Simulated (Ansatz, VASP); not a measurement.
**One calculation of SiO, two programs**

```
Si O
1.0
     0.00000    2.43364    2.43364
     2.43364    0.00000    2.43364
     2.43364    2.43364    0.00000
Si O
1 1
Direct
  0.75000 0.75000 0.75000
  0.00000 0.00000 0.00000
```

Alike in both runs: functional PBE; k mesh 8 × 8 × 8; occupations fermi-dirac, width 0.05 eV; no spin polarisation.

```csv
,VASP,Ansatz
version,VASP 6.6.1,Ansatz 0.2.0
potentials or method,"VASP PAW PBE potentials, release 64 (Si, O)",Ansatz PAW
plane-wave cutoff (eV),520,420
valence electrons in the cell,10,10
task,single point,band structure
```

|  | VASP | Ansatz | Ansatz less VASP |
| --- | --- | --- | --- |
| gap on the k mesh at the Fermi level (eV) | none | none | - |
| pressure (GPa) | 0.0 | 0.0 | -0.02 |

A gap of «none» marks a metal or a gap that the smearing closes.
